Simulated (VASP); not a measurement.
# NaNb (F-43m) in VASP: single point with PBE

Aim: the single point of NaNb with PBE.

Everything below comes from runs of VASP 6.6.1. Logs are shortened: lines on timing, memory, paths and dates and some standing lists are left out, and cuts for length are marked.

## 1. The cell of the first run

Symmetry: F-43m, No. 216, cubic system. The conventional cell has a = 7.091 Å, b = 7.091 Å, c = 7.091 Å, α = 90.00°, β = 90.00°, γ = 90.00°. Within 4.0 Å of Na (site symmetry -43m) lie 4 Nb at 3.07 Å. Nb (site symmetry -43m) has 4 Na at 3.07 Å within 4.0 Å.

The cell was generated, and may not be a known phase.

## 2. Single point, PBE, collinear spin

Input file INCAR:

```
SYSTEM = NaNb
PREC = Accurate ; ENCUT = 520
EDIFF = 1E-7 ; ISMEAR = 0
SIGMA = 0.1 ; LREAL = .FALSE.
LASPH = .TRUE. ; NELM = 150
ALGO = Normal ; ISIF = 2
LWAVE = .FALSE. ; LCHARG = .FALSE.
ISPIN = 2 ; MAGMOM = 0.17 3.21
LORBIT = 11 ; LMAXMIX = 4
GGA = PE ; NBANDS = 21
```

Input file KPOINTS:

```
Automatic mesh
0
G
  14 14 14
  0 0 0
```

Input file POSCAR:

```
NaNb
1.0
    0.0000000000      3.5453832749      3.5453832749
    3.5453832749      0.0000000000      3.5453832749
    3.5453832749      3.5453832749      0.0000000000
Na Nb
1 1
Direct
    0.0000000000      0.0000000000      0.0000000000
    0.2500000000      0.2500000000      0.2500000000
```

Potentials or basis: VASP PAW PBE potentials, release 64 (Na_pv, Nb_sv).

Launch:

```sh
cat potpaw_PBE.64/Na_pv/POTCAR potpaw_PBE.64/Nb_sv/POTCAR > POTCAR
mpirun -np 1 vasp_std > vasp.out
```

OUTCAR:

```text
SYSTEM = NaNb
   PREC = Accurate
   ENCUT = 520
   EDIFF = 1E-7
   ISMEAR = 0
   LREAL = .FALSE.
   LASPH = .TRUE.
   NELM = 150
   ISIF = 2
   ISPIN = 2
   LORBIT = 11
   GGA = PE

 ion  position               nearest neighbor table
   1  0.000  0.000  0.000-
   2  0.250  0.250  0.250-

  LATTYP: Found a face centered cubic cell.
 ALAT       =     7.0907665498

  Lattice vectors:

 A1 = (   0.0000000000,   3.5453832749,   3.5453832749)
 A2 = (   3.5453832749,   0.0000000000,   3.5453832749)
 A3 = (   3.5453832749,   3.5453832749,   0.0000000000)

Analysis of symmetry for initial positions (statically):
=====================================================================
 Subroutine PRICEL returns:
 Original cell was already a primitive cell.

 Routine SETGRP: Setting up the symmetry group for a
 face centered cubic supercell.

 Subroutine GETGRP returns: Found 24 space group operations
 (whereof 24 operations were pure point group operations)
 out of a pool of 48 trial point group operations.

The static configuration has the point symmetry T_d .

Analysis of symmetry for dynamics (positions and initial velocities):
=====================================================================
 Subroutine PRICEL returns:
 Original cell was already a primitive cell.

 Routine SETGRP: Setting up the symmetry group for a
 face centered cubic supercell.

 Subroutine GETGRP returns: Found 24 space group operations
 (whereof 24 operations were pure point group operations)
 out of a pool of 48 trial point group operations.

The dynamic configuration has the point symmetry T_d .

Analysis of structural, dynamic, and magnetic symmetry:
=====================================================================
 Subroutine PRICEL returns:
 Original cell was already a primitive cell.

 Routine SETGRP: Setting up the symmetry group for a
 face centered cubic supercell.

 Subroutine GETGRP returns: Found 24 space group operations
 (whereof 24 operations were pure point group operations)
 out of a pool of 48 trial point group operations.

The overall configuration has the point symmetry T_d .

 Subroutine INISYM returns: Found 24 space group operations
 (whereof 24 operations are pure point group operations),
 and found     1 'primitive' translations

----------------------------------------------------------------------------------------

                                     Primitive cell

  volume of cell :      89.1291

  direct lattice vectors                    reciprocal lattice vectors
     0.000000000  3.545383275  3.545383275    -0.141028476  0.141028476  0.141028476
     3.545383275  0.000000000  3.545383275     0.141028476 -0.141028476  0.141028476
     3.545383275  3.545383275  0.000000000     0.141028476  0.141028476 -0.141028476

  length of vectors
     5.013929111  5.013929111  5.013929111     0.244268486  0.244268486  0.244268486

  position of ions in fractional coordinates (direct lattice)
     0.000000000  0.000000000  0.000000000
     0.250000000  0.250000000  0.250000000

  ion indices of the primitive-cell ions
   primitive index   ion index
                 1           1
                 2           2

----------------------------------------------------------------------------------------

 KPOINTS: Automatic mesh

Automatic generation of k-mesh.
 Grid dimensions read from file:
 generate k-points for:   14   14   14

 Generating k-lattice:

  Cartesian coordinates                     Fractional coordinates (reciprocal lattice)
    -0.010073463  0.010073463  0.010073463     0.071428571  0.000000000  0.000000000
     0.010073463 -0.010073463  0.010073463     0.000000000  0.071428571  0.000000000
     0.010073463  0.010073463 -0.010073463     0.000000000  0.000000000  0.071428571

  Length of vectors
     0.017447749  0.017447749  0.017447749

  Shift w.r.t. Gamma in fractional coordinates (k-lattice)
     0.000000000  0.000000000  0.000000000

 Subroutine IBZKPT returns following result:
 ===========================================

 Found    104 irreducible k-points:

 Following reciprocal coordinates:
            Coordinates               Weight
  0.000000  0.000000  0.000000      1.000000
  0.071429  0.000000  0.000000      8.000000
  0.142857  0.000000  0.000000      8.000000
  0.214286  0.000000  0.000000      8.000000
  0.285714  0.000000  0.000000      8.000000
  0.357143  0.000000  0.000000      8.000000
[... 16 lines left out ...]
  0.214286  0.142857  0.000000     24.000000
  0.285714  0.142857  0.000000     24.000000
 [... further k-points ...]
   k-points           NKPTS =    104   k-points in BZ     NKDIM =    104   number of bands    NBANDS=     21
   number of dos      NEDOS =    301   number of ions     NIONS =      2
   total plane-waves  NPLWV =  64000
   dimension x,y,z NGX =    40 NGY =   40 NGZ =   40
   dimension x,y,z NGXF=    80 NGYF=   80 NGZF=   80
   ions per type =               1   1
   NGX,Y,Z   is equivalent  to a cutoff of  13.26, 13.26, 13.26 a.u.
   NGXF,Y,Z  is equivalent  to a cutoff of  26.53, 26.53, 26.53 a.u.
 SYSTEM =  NaNb
   PREC   = accura    normal or accurate (medium, high low for compatibility)
   ISTART =      0    job   : 0-new  1-cont  2-samecut
   ICHARG =      2    charge: 1-file 2-atom 10-const
   ISPIN  =      2    spin polarized calculation?
   LNONCOLLINEAR =      F non collinear calculations
   LSORBIT =      F    spin-orbit coupling
   LASPH  =      T    aspherical Exc in radial PAW
   ENCUT  =  520.0 eV  38.22 Ry    6.18 a.u.   9.32  9.32  9.32*2*pi/ulx,y,z
   NELM   =    150;   NELMIN=  2; NELMDL= -5     # of ELM steps
   EDIFF  = 0.1E-06   stopping-criterion for ELM
   LREAL  =      F    real-space projection
   EDIFFG = 0.1E-05   stopping-criterion for IOM
   NSW    =      0    number of steps for IOM
   IBRION =     -1    ionic relax: 0-MD 1-quasi-New 2-CG
   NFREE  =      0    steps in history (QN), initial steepest desc. (CG)
   ISIF   =      2    stress and relaxation
   ISYM   =      2    0-nonsym 1-usesym 2-fastsym
   POTIM  = 0.5000    time-step for ionic-motion
   TEBEG  =    0.0;   TEEND  =   0.0 temperature during run
   PSTRESS=    0.0 pullay stress
   NELECT =      20.0000    total number of electrons
   NUPDOWN=      -1.0000    fix difference up-down
   EMIN   =  10.00;   EMAX   =-10.00  energy-range for DOS
   EFERMI =   0.00;   METHOD = LEGACY
   ISMEAR =     0;   SIGMA  =   0.10  broadening in eV -4-tet -1-fermi 0-gaus
   EFERMI_NEDOS =   21; number of points for ismear=-14 and -15
   IALGO  =     38    algorithm
   IMIX   =      4    mixing-type and parameters
     AMIX     =   0.40;   BMIX     =  1.00
     AMIX_MAG =   1.60;   BMIX_MAG =  1.00
  volume/ion in A,a.u.               =      44.56       300.74
  Fermi-wavevector in a.u.,A,eV,Ry     =   0.994821  1.879939 13.465264  0.989669
  Thomas-Fermi vector in A             =   2.126799
   LORBIT       =     11    0 simple, 1 ext, 2 COOP (PROOUT), +10 PAW based schemes
   GGA     = PE    functional components
   LHFCALC =     F    Hartree Fock is set to
   AEXX    =    0.0000 exact exchange contribution
   IVDW    =     0    specifies the selected vdW correction
   LEPSILON=     F    determine dielectric tensor
   LRPA    =     F    only Hartree local field effects (RPA)
 spin polarized calculation
 Gauss-broadening in eV      SIGMA  =   0.10
  energy-cutoff  :      520.00
  volume of cell :       89.13
 maximum number of plane-waves:      2421
 NGX is ok and might be reduce to    40
   NGX = 19   NGY = 19   NGZ = 19

 number of electron      20.0000001 magnetization       4.4894087

 Free energy of the ion-electron system (eV)
  ---------------------------------------------------
  ext. energy  EPLUGINS =         0.00000000
  ---------------------------------------------------
  free energy    TOTEN  =        -5.68060060 eV

  energy without entropy =       -5.64341735  energy(sigma->0) =       -5.66200898

 E-fermi :   0.9443     XC(G=0):  -6.9176

 val. band max:        0.9439676151   @ k =   0.5000   0.0000   0.0000
 cond. band min:       0.9448599346   @ k =  -0.3571   0.2143   0.0000
 fundamental gap:      0.0008923195
 Fermi energy:         0.9442859795

 spin component 1

 k-point     1 :       0.0000    0.0000    0.0000
  band No.  band energies     occupation
      1     -54.3384      1.00000
      2     -30.5769      1.00000
      3     -30.5769      1.00000
      4     -30.5769      1.00000
      5     -23.3456      1.00000
      6     -23.3456      1.00000
[... 13 lines left out ...]
     20       9.0358      0.00000
     21       9.0358      0.00000
[... 529 lines left out ...]
 k-point    24 :       0.2857    0.1429    0.0000
  band No.  band energies     occupation
      1     -54.3384      1.00000
      2     -30.5781      1.00000
      3     -30.5775      1.00000
      4     -30.5773      1.00000
      5     -23.3462      1.00000
      6     -23.3453      1.00000
[... 13 lines left out ...]
     20       9.6411      0.00000
     21      10.0375      0.00000

 [... further k-points ...]

 spin component 2

 k-point     1 :       0.0000    0.0000    0.0000
  band No.  band energies     occupation
      1     -52.5279      1.00000
      2     -28.5034      1.00000
      3     -28.5034      1.00000
      4     -28.5034      1.00000
      5     -23.2987      1.00000
      6     -23.2987      1.00000
[... 13 lines left out ...]
     20       9.9403      0.00000
     21       9.9403      0.00000
[... 529 lines left out ...]
 k-point    24 :       0.2857    0.1429    0.0000
  band No.  band energies     occupation
      1     -52.5278      1.00000
      2     -28.5046      1.00000
      3     -28.5040      1.00000
      4     -28.5039      1.00000
      5     -23.2994      1.00000
      6     -23.2984      1.00000
[... 13 lines left out ...]
     20      10.5065      0.00000
     21      11.1429      0.00000

 [... further k-points ...]

------------------------ aborting loop because EDIFF is reached ----------------------------------------

  FORCE on cell =-STRESS in cart. coord.  units (eV):
  Direction    XX          YY          ZZ          XY          YZ          ZX
  --------------------------------------------------------------------------------------
  -------------------------------------------------------------------------------------
  Total       -0.0025391     -0.0025391     -0.0025391      0.0000000      0.0000000      0.0000000
  in kB       -0.0456424     -0.0456424     -0.0456424      0.0000000      0.0000000      0.0000000
  external PRESSURE =      -0.0456424 kB  Pullay stress =       0.0000000 kB

 VOLUME and BASIS-vectors are now :
 -----------------------------------------------------------------------------
  energy-cutoff  :      520.00
  volume of cell :       89.13
      direct lattice vectors                 reciprocal lattice vectors
     0.000000000  3.545383275  3.545383275    -0.141028476  0.141028476  0.141028476
     3.545383275  0.000000000  3.545383275     0.141028476 -0.141028476  0.141028476
     3.545383275  3.545383275  0.000000000     0.141028476  0.141028476 -0.141028476

 POSITION                                       TOTAL-FORCE (eV/Angst)
 -----------------------------------------------------------------------------------
      0.00000      0.00000      0.00000         0.000000      0.000000      0.000000
      1.77269      1.77269      1.77269        -0.000000     -0.000000     -0.000000
 -----------------------------------------------------------------------------------
    total drift:                               -0.000000     -0.000000     -0.000000

  FREE ENERGIE OF THE ION-ELECTRON SYSTEM (eV)
  ---------------------------------------------------
  free  energy   TOTEN  =        -5.6806006042 eV

  energy  without entropy=       -5.6434173506  energy(sigma->0) =       -5.66200898

 total charge

# of ion       s       p       d       tot
------------------------------------------
    1        0.120   5.977   0.000   6.097
    2        2.162   5.868   2.696  10.726
--------------------------------------------------
tot          2.282  11.845   2.696  16.823

 magnetization (x)

# of ion       s       p       d       tot
------------------------------------------
    1        0.020   0.032   0.000   0.052
    2        0.064   0.018   2.650   2.732
--------------------------------------------------
tot          0.084   0.050   2.650   2.784
```

Run time: 11 min. Hardware: 1 thread of Intel Xeon 8259CL, shared host; peak memory 0.49 GiB.

What came out:

```yaml
Free_energy: -5.6806 eV
Pressure: 0.0 GPa
Net_moment: 4.49 μB per cell
Site_moments: Na +0.05; Nb +2.73 μB
Valence_electrons_inside_the_program's_atomic_spheres: Na 6.10; Nb 10.73
```
